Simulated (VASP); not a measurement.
# Si2W (I4/mmm) in VASP: notebook

The runs below take Si2W through single point, with PBE.

Everything below comes from runs of VASP 6.6.1. Logs are shortened: lines on timing, memory, paths and dates and some standing lists are left out, and cuts for length are marked.

## (1) The cell of the first run

The structure is tetragonal, space group I4/mmm (No. 139). The conventional cell has a = 3.422 Å, b = 3.422 Å, c = 7.846 Å, α = 90.00°, β = 90.00°, γ = 90.00°. Within 3.4 Å of Si (site symmetry 4mm) lie 5 Si at 2.60 to 2.76 Å and 5 W at 2.63 to 2.75 Å. Within 3.5 Å of W (site symmetry 4/mmm) lie 10 Si at 2.63 to 2.75 Å and 4 W at 3.42 Å.

## (2) Single point, PBE (volume 15.315 Å^3 an atom, c/a of the conventional cell 2.2928)

The input, INCAR:

```
SYSTEM = Si2W
  PREC = Accurate
  ENCUT = 520
  EDIFF = 1E-6
  ISMEAR = 0
  SIGMA = 0.15
  LREAL = .FALSE.
  LASPH = .TRUE.
  NELM = 80
  ALGO = Normal
  ISIF = 2
  LWAVE = .FALSE.
  LCHARG = .FALSE.
  GGA = PE
  NBANDS = 18
```

The input, KPOINTS:

```
Automatic mesh
0
G
  18 18 18
  0 0 0
```

The input, POSCAR:

```
Si2W
1.0
   -1.7110815054      1.7110815054      3.9231676757
    1.7110815054     -1.7110815054      3.9231676757
    1.7110815054      1.7110815054     -3.9231676757
Si W
2 1
Direct
    0.3345726944      0.3345726944      0.0000000000
    0.6654273056      0.6654273056      0.0000000000
    0.0000000000      0.0000000000      0.0000000000
```

Potentials or basis: VASP PAW PBE potentials, release 64 (Si, W_sv).

On the command line:

```
$ cat potpaw_PBE.64/Si/POTCAR potpaw_PBE.64/W_sv/POTCAR > POTCAR
$ mpirun -np 1 vasp_std > vasp.out
```

OUTCAR:

```text
SYSTEM = Si2W
   PREC = Accurate
   ENCUT = 520
   EDIFF = 1E-6
   ISMEAR = 0
   LREAL = .FALSE.
   LASPH = .TRUE.
   NELM = 80
   ISIF = 2
   GGA = PE

 ion  position               nearest neighbor table
   1  0.335  0.335  0.000-   2 2.60   3 2.63   3 2.75   3 2.75   3 2.75   3 2.75   2 2.76   2 2.76
                             2 2.76   2 2.76
   2  0.665  0.665  0.000-   1 2.60   3 2.63   3 2.75   3 2.75   3 2.75   3 2.75   1 2.76   1 2.76
                             1 2.76   1 2.76
   3  0.000  0.000  0.000-   1 2.63   2 2.63   2 2.75   1 2.75   2 2.75   1 2.75   2 2.75   1 2.75
                             1 2.75   2 2.75

  LATTYP: Found a body centered tetragonal cell.
 ALAT       =     3.4221630108
 C/A-ratio  =     2.2928000001

  Lattice vectors:

 A1 = (  -1.7110815054,   1.7110815054,   3.9231676757)
 A2 = (   1.7110815054,  -1.7110815054,   3.9231676757)
 A3 = (   1.7110815054,   1.7110815054,  -3.9231676757)

Analysis of symmetry for initial positions (statically):
=====================================================================
 Subroutine PRICEL returns:
 Original cell was already a primitive cell.

 Routine SETGRP: Setting up the symmetry group for a
 body centered tetragonal supercell.

 Subroutine GETGRP returns: Found 16 space group operations
 (whereof 16 operations were pure point group operations)
 out of a pool of 16 trial point group operations.

The static configuration has the point symmetry D_4h.

Analysis of symmetry for dynamics (positions and initial velocities):
=====================================================================
 Subroutine PRICEL returns:
 Original cell was already a primitive cell.

 Routine SETGRP: Setting up the symmetry group for a
 body centered tetragonal supercell.

 Subroutine GETGRP returns: Found 16 space group operations
 (whereof 16 operations were pure point group operations)
 out of a pool of 16 trial point group operations.

The dynamic configuration has the point symmetry D_4h.

 Subroutine INISYM returns: Found 16 space group operations
 (whereof 16 operations are pure point group operations),
 and found     1 'primitive' translations

----------------------------------------------------------------------------------------

                                     Primitive cell

  volume of cell :      45.9450

  direct lattice vectors                    reciprocal lattice vectors
    -1.711081505  1.711081505  3.923167676     0.000000000  0.292212848  0.127448032
     1.711081505 -1.711081505  3.923167676     0.292212848  0.000000000  0.127448032
     1.711081505  1.711081505 -3.923167676     0.292212848  0.292212848  0.000000000

  length of vectors
     4.609429948  4.609429948  4.609429948     0.318796721  0.318796721  0.413251373

  position of ions in fractional coordinates (direct lattice)
     0.334572694  0.334572694  0.000000000
     0.665427306  0.665427306  0.000000000
     0.000000000  0.000000000  0.000000000

  ion indices of the primitive-cell ions
   primitive index   ion index
                 1           1
                 2           2
                 3           3

----------------------------------------------------------------------------------------

 KPOINTS: Automatic mesh

Automatic generation of k-mesh.
 Grid dimensions read from file:
 generate k-points for:   18   18   18

 Generating k-lattice:

  Cartesian coordinates                     Fractional coordinates (reciprocal lattice)
     0.000000000  0.016234047  0.007080446     0.055555556 -0.000000000  0.000000000
     0.016234047  0.000000000  0.007080446    -0.000000000  0.055555556  0.000000000
     0.016234047  0.016234047  0.000000000     0.000000000  0.000000000  0.055555556

  Length of vectors
     0.017710929  0.017710929  0.022958410

  Shift w.r.t. Gamma in fractional coordinates (k-lattice)
     0.000000000  0.000000000  0.000000000

 Subroutine IBZKPT returns following result:
 ===========================================

 Found    480 irreducible k-points:

 Following reciprocal coordinates:
            Coordinates               Weight
  0.000000  0.000000  0.000000      1.000000
  0.055556 -0.000000  0.000000      8.000000
  0.111111 -0.000000  0.000000      8.000000
  0.166667  0.000000  0.000000      8.000000
  0.222222  0.000000  0.000000      8.000000
  0.277778 -0.000000  0.000000      8.000000
[... 16 lines left out ...]
 -0.277778  0.055556 -0.000000     16.000000
 -0.222222  0.055556  0.000000     16.000000
 [... further k-points ...]
   k-points           NKPTS =    480   k-points in BZ     NKDIM =    480   number of bands    NBANDS=     18
   number of dos      NEDOS =    301   number of ions     NIONS =      3
   total plane-waves  NPLWV =  46656
   dimension x,y,z NGX =    36 NGY =   36 NGZ =   36
   dimension x,y,z NGXF=    72 NGYF=   72 NGZF=   72
   ions per type =               2   1
   NGX,Y,Z   is equivalent  to a cutoff of  12.98, 12.98, 12.98 a.u.
   NGXF,Y,Z  is equivalent  to a cutoff of  25.97, 25.97, 25.97 a.u.
 SYSTEM =  Si2W
   PREC   = accura    normal or accurate (medium, high low for compatibility)
   ISTART =      0    job   : 0-new  1-cont  2-samecut
   ICHARG =      2    charge: 1-file 2-atom 10-const
   ISPIN  =      1    spin polarized calculation?
   LNONCOLLINEAR =      F non collinear calculations
   LSORBIT =      F    spin-orbit coupling
   LASPH  =      T    aspherical Exc in radial PAW
   ENCUT  =  520.0 eV  38.22 Ry    6.18 a.u.   8.57  8.57  8.57*2*pi/ulx,y,z
   NELM   =     80;   NELMIN=  2; NELMDL= -5     # of ELM steps
   EDIFF  = 0.1E-05   stopping-criterion for ELM
   LREAL  =      F    real-space projection
   EDIFFG = 0.1E-04   stopping-criterion for IOM
   NSW    =      0    number of steps for IOM
   IBRION =     -1    ionic relax: 0-MD 1-quasi-New 2-CG
   NFREE  =      0    steps in history (QN), initial steepest desc. (CG)
   ISIF   =      2    stress and relaxation
   ISYM   =      2    0-nonsym 1-usesym 2-fastsym
   POTIM  = 0.5000    time-step for ionic-motion
   TEBEG  =    0.0;   TEEND  =   0.0 temperature during run
   PSTRESS=    0.0 pullay stress
   NELECT =      22.0000    total number of electrons
   NUPDOWN=      -1.0000    fix difference up-down
   EMIN   =  10.00;   EMAX   =-10.00  energy-range for DOS
   EFERMI =   0.00;   METHOD = LEGACY
   ISMEAR =     0;   SIGMA  =   0.15  broadening in eV -4-tet -1-fermi 0-gaus
   EFERMI_NEDOS =   21; number of points for ismear=-14 and -15
   IALGO  =     38    algorithm
   IMIX   =      4    mixing-type and parameters
     AMIX     =   0.40;   BMIX     =  1.00
     AMIX_MAG =   1.60;   BMIX_MAG =  1.00
  volume/ion in A,a.u.               =      15.31       103.35
  Fermi-wavevector in a.u.,A,eV,Ry     =   1.280766  2.420296 22.318458  1.640360
  Thomas-Fermi vector in A             =   2.413174
   LORBIT       =      0    0 simple, 1 ext, 2 COOP (PROOUT), +10 PAW based schemes
   GGA     = PE    functional components
   LHFCALC =     F    Hartree Fock is set to
   AEXX    =    0.0000 exact exchange contribution
   IVDW    =     0    specifies the selected vdW correction
   LEPSILON=     F    determine dielectric tensor
   LRPA    =     F    only Hartree local field effects (RPA)
 non-spin polarized calculation
 Gauss-broadening in eV      SIGMA  =   0.15
  energy-cutoff  :      520.00
  volume of cell :       45.94
 maximum number of plane-waves:      1263
   NGX = 17   NGY = 17   NGZ = 17

 number of electron      22.0000001 magnetization

 Free energy of the ion-electron system (eV)
  ---------------------------------------------------
  ext. energy  EPLUGINS =         0.00000000
  ---------------------------------------------------
  free energy    TOTEN  =       -24.40691676 eV

  energy without entropy =      -24.40340945  energy(sigma->0) =      -24.40516310

 E-fermi :  10.0679     XC(G=0): -11.9202

 val. band max:       10.0616935182   @ k =  -0.2222  -0.2222   0.1667
 cond. band min:      10.0704558999   @ k =  -0.3333  -0.3333   0.2778
 fundamental gap:      0.0087623817
 Fermi energy:        10.0678754519

 k-point     1 :       0.0000    0.0000    0.0000
  band No.  band energies     occupation
      1     -63.9496      2.00000
      2     -28.1695      2.00000
      3     -28.1695      2.00000
      4     -28.0614      2.00000
      5      -2.8402      2.00000
      6       4.2789      2.00000
[... 10 lines left out ...]
     17      15.3073      0.00000
     18      15.3073      0.00000

 k-point     2 :       0.0556   -0.0000    0.0000
  band No.  band energies     occupation
      1     -63.9495      2.00000
      2     -28.1726      2.00000
      3     -28.1692      2.00000
      4     -28.0612      2.00000
      5      -2.7890      2.00000
      6       4.2668      2.00000
[... 10 lines left out ...]
     17      15.2968      0.00000
     18      15.4910      0.00000

 k-point     3 :       0.1111   -0.0000    0.0000
  band No.  band energies     occupation
      1     -63.9493      2.00000
      2     -28.1816      2.00000
      3     -28.1684      2.00000
      4     -28.0607      2.00000
      5      -2.6364      2.00000
      6       4.2186      2.00000
[... 10 lines left out ...]
     17      15.2855      0.00000
     18      15.9413      0.00000

 k-point     4 :       0.1667    0.0000    0.0000
  band No.  band energies     occupation
      1     -63.9489      2.00000
      2     -28.1954      2.00000
      3     -28.1672      2.00000
      4     -28.0600      2.00000
      5      -2.3850      2.00000
      6       4.0945      2.00000
[... 375 lines left out ...]
      4     -28.0566      2.00000
      5      -1.1395      2.00000
      6       3.0114      2.00000
[... 10 lines left out ...]
     17      16.6255      0.00000
     18      17.4471      0.00000

 k-point    23 :      -0.2778    0.0556   -0.0000
  band No.  band energies     occupation
      1     -63.9479      2.00000
      2     -28.2297      2.00000
      3     -28.1671      2.00000
      4     -28.0574      2.00000
      5      -1.6387      2.00000
      6       3.6155      2.00000
[... 10 lines left out ...]
     17      16.0605      0.00000
     18      17.4759      0.00000

 k-point    24 :      -0.2222    0.0556    0.0000
  band No.  band energies     occupation
      1     -63.9484      2.00000
      2     -28.2119      2.00000
      3     -28.1687      2.00000
      4     -28.0584      2.00000
      5      -2.0567      2.00000
      6       4.0966      2.00000
[... 10 lines left out ...]
     17      15.4619      0.00000
     18      17.5737      0.00000

 [... further k-points ...]

------------------------ aborting loop because EDIFF is reached ----------------------------------------

  FORCE on cell =-STRESS in cart. coord.  units (eV):
  Direction    XX          YY          ZZ          XY          YZ          ZX
  --------------------------------------------------------------------------------------
  -------------------------------------------------------------------------------------
  Total       -6.7509373     -6.7509373     -1.9268192      0.0000000      0.0000000      0.0000000
  in kB     -235.4162312   -235.4162312    -67.1913394      0.0000000      0.0000000      0.0000000
  external PRESSURE =    -179.3412673 kB  Pullay stress =       0.0000000 kB

 VOLUME and BASIS-vectors are now :
 -----------------------------------------------------------------------------
  energy-cutoff  :      520.00
  volume of cell :       45.94
      direct lattice vectors                 reciprocal lattice vectors
    -1.711081505  1.711081505  3.923167676     0.000000000  0.292212848  0.127448032
     1.711081505 -1.711081505  3.923167676     0.292212848  0.000000000  0.127448032
     1.711081505  1.711081505 -3.923167676     0.292212848  0.292212848  0.000000000

 POSITION                                       TOTAL-FORCE (eV/Angst)
 -----------------------------------------------------------------------------------
      0.00000      0.00000      2.62517        -0.000000     -0.000000      0.192075
      0.00000      0.00000      5.22117         0.000000      0.000000     -0.192075
      0.00000      0.00000      0.00000        -0.000000     -0.000000     -0.000000
 -----------------------------------------------------------------------------------
    total drift:                               -0.000000      0.000000      0.000000

  FREE ENERGIE OF THE ION-ELECTRON SYSTEM (eV)
  ---------------------------------------------------
  free  energy   TOTEN  =       -24.4069167590 eV

  energy  without entropy=      -24.4034094470  energy(sigma->0) =      -24.40516310
```

It took 4.8 min on 1 thread of AMD EPYC 9R45 (Zen 5), shared host; peak memory 0.47 GiB.

Results:

* Free energy: -24.4069 eV
* Pressure: -17.9 GPa
* Largest force: 0.192 eV/Å
* Band gap on the k mesh: zero (band 11 reaches 10.54 eV, above the bottom of band 12 at 9.80 eV)

Forces in eV/Å, atoms in the order of the input:
```
Si   0.000  0.000  0.192
Si   0.000  0.000 -0.192
W    0.000  0.000  0.000
```

Levels at points of the mesh, in eV from the Fermi level:
```tsv
k point	band 7	band 8	band 9	band 10	band 11	band 12	band 13	band 14	band 15	band 16
(0.00, 0.00, 0.00)	-3.08	-2.63	-2.63	-2.53	0.33	1.83	2.48	2.48	3.46	4.27
(0.50, 0.00, 0.00)	-4.88	-4.20	-2.59	-2.16	-0.34	2.00	2.38	3.77	3.94	4.88
(0.50, 0.50, 0.00)	-5.43	-5.40	-4.54	-2.28	-1.62	2.26	2.37	2.98	4.10	4.21
(0.50, 0.50, 0.50)	-3.06	-2.45	-1.08	-1.08	-0.25	-0.25	0.52	3.94	5.04	6.38
```

Caveat: spin-orbit coupling is left out, which moves the levels of the heavy elements.

## (3) Single point, PBE (volume 15.315 Å^3 an atom, c/a of the conventional cell 2.9225)

The input, INCAR:

```
SYSTEM = Si2W
PREC = Accurate
ENCUT = 520
EDIFF = 1E-6
ISMEAR = 0
SIGMA = 0.15
LREAL = .FALSE.
LASPH = .TRUE.
NELM = 60
ALGO = Normal
ISIF = 2
LWAVE = .FALSE.
LCHARG = .FALSE.
GGA = PE
NBANDS = 18
```

KPOINTS is that of step 2.

The input, POSCAR:

```
Si2W
1.0
   -1.5781244492      1.5781244492      4.6120687029
    1.5781244492     -1.5781244492      4.6120687029
    1.5781244492      1.5781244492     -4.6120687029
Si W
2 1
Direct
    0.3345726944      0.3345726944      0.0000000000
    0.6654273056      0.6654273056      0.0000000000
    0.0000000000      0.0000000000      0.0000000000
```

Potentials or basis: VASP PAW PBE potentials, release 64 (Si, W_sv).

On the command line:

```
$ cat potpaw_PBE.64/Si/POTCAR potpaw_PBE.64/W_sv/POTCAR > POTCAR
$ mpirun -np 1 vasp_std > vasp.out
```

Run time: 6.3 min. Hardware: 1 thread of AMD EPYC 9R45 (Zen 5), shared host; peak memory 0.5 GiB.

It converged, with:

* Free energy: -23.7105 eV
* Pressure: -15.9 GPa
* Largest force: 0.689 eV/Å
* Band gap on the k mesh: zero (band 11 reaches 11.72 eV, above the bottom of band 12 at 9.27 eV)

Forces in eV/Å, atoms in the order of the input:
```
Si   0.000  0.000  0.689
Si   0.000  0.000 -0.689
W    0.000  0.000  0.000
```

Stress tensor (GPa, compression positive):
```
 -3.73   0.00   0.00
  0.00  -3.73   0.00
  0.00   0.00 -40.30
```

Levels at points of the mesh, in eV from the Fermi level:
| k point | band 8 | band 9 | band 10 | band 11 | band 12 | band 13 | band 14 | band 15 |
| --- | --- | --- | --- | --- | --- | --- | --- | --- |
| (0.00, 0.00, 0.00) | -3.00 | -1.71 | -1.71 | 1.43 | 1.98 | 3.41 | 3.58 | 3.90 |
| (0.50, 0.00, 0.00) | -4.69 | -2.76 | -1.55 | 0.17 | 1.62 | 1.95 | 3.34 | 3.67 |
| (0.50, 0.50, 0.00) | -5.18 | -4.14 | -3.72 | -1.53 | 1.14 | 1.57 | 1.68 | 3.33 |
| (0.50, 0.50, 0.50) | -2.35 | -0.50 | -0.50 | 0.38 | 0.38 | 1.15 | 1.47 | 3.19 |

Caveat: spin-orbit coupling is left out, which moves the levels of the heavy elements.

(Continued in part 2 of 2.)
